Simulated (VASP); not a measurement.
# SnO2: relaxation of cell and atoms with PBE

SnO2:

```
Sn O
1.0
     4.82543    0.00000    0.00000
     0.00000    4.82543    0.00000
     0.00000    0.00000    3.23728
Sn O
2 4
Direct
  0.00000 0.00000 0.00000
  0.50000 0.50000 0.50000
  0.30675 0.30675 0.00000
  0.19325 0.80675 0.50000
  0.69325 0.69325 0.00000
  0.80675 0.19325 0.50000
```

```
Program                : VASP 6.6.1
Task                   : relaxation of cell and atoms
Functional             : PBE
Potentials or basis    : VASP PAW PBE potentials, release 64 (Sn_d, O)
Cutoff                 : 600 eV
k mesh                 : 6 × 6 × 8
Occupations            : gaussian, width 0.02 eV
Spin                   : no spin polarisation
Dipole correction      : no
Further INCAR settings : ALGO = Normal; EDIFF = 1e-06; IBRION = 2; EDIFFG = -0.01; NSW = 100; ISIF = 3
```

* Relaxed volume: 12.61 Å³/atom
* Relaxed cell: a = 4.830 Å, b = 4.830 Å, c = 3.242 Å, α = 90.00°, β = 90.00°, γ = 90.00°
* Space group after relaxing (to 0.1 Å): P4_2/mnm (No. 136)
* Energy gained by relaxing: 0.1 meV/atom
* Ionic steps: 4
* Pressure after relaxing: 0.0 GPa
* Largest force after relaxing: 0.010 eV/Å
* Band gap on the k mesh: 0.64 eV

Forces in eV/Å, atoms in the order of the input:
```
Sn   0.000  0.000  0.000
Sn   0.000  0.000  0.000
O   -0.007 -0.007  0.000
O    0.007 -0.007  0.000
O    0.007  0.007  0.000
O   -0.007  0.007  0.000
```

Step by step:
```tsv
step	energy change (eV)	largest force (eV/Å)	pressure (GPa)	volume (Å³)
1	0.0000	0.0435	0.66	75.38
2	0.0002	0.0277	-0.79	75.95
3	-0.0006	0.0108	-0.02	75.64
4	-0.0006	0.0100	-0.03	75.64
```

Final structure:
```xyz
6
Lattice="4.8301 0.0000 0.0000 0.0000 4.8301 0.0000 0.0000 0.0000 3.2423" Properties=species:S:1:pos:R:3 pbc="T T T"
Sn    0.0000    0.0000    0.0000
Sn    2.4150    2.4150    1.6212
O     1.4809    1.4809    0.0000
O     0.9341    3.8960    1.6212
O     3.3492    3.3492    0.0000
O     3.8960    0.9341    1.6212
```

Levels at points of the mesh, in eV from the valence-band top:
```csv
k point,band 23,band 24,band 25,band 26,band 27,band 28,band 29,band 30
"(0.00, 0.00, 0.00)",-1.26,-0.74,-0.74,0.00,0.64,5.66,6.04,6.04
"(0.50, 0.00, 0.00)",-1.21,-1.21,-0.60,-0.60,3.85,3.85,6.79,6.79
"(0.50, 0.50, 0.00)",-1.33,-1.33,-0.85,-0.85,4.24,4.24,7.13,7.13
"(0.00, 0.00, 0.50)",-1.52,-1.52,-1.18,-1.18,5.56,5.56,9.35,9.35
"(0.50, 0.00, 0.50)",-1.01,-1.01,-0.75,-0.75,5.82,5.82,7.59,7.59
"(0.50, 0.50, 0.50)",-0.92,-0.92,-0.78,-0.78,4.33,4.33,8.60,8.60
```

Run time: 3.8 min on 1 thread of Intel Xeon 8259CL, on a shared host, peak memory 0.25 GiB.

Caveat: spin-orbit coupling is left out, which moves the levels of the heavy elements. Zero-point motion and thermal expansion aren't in these numbers.
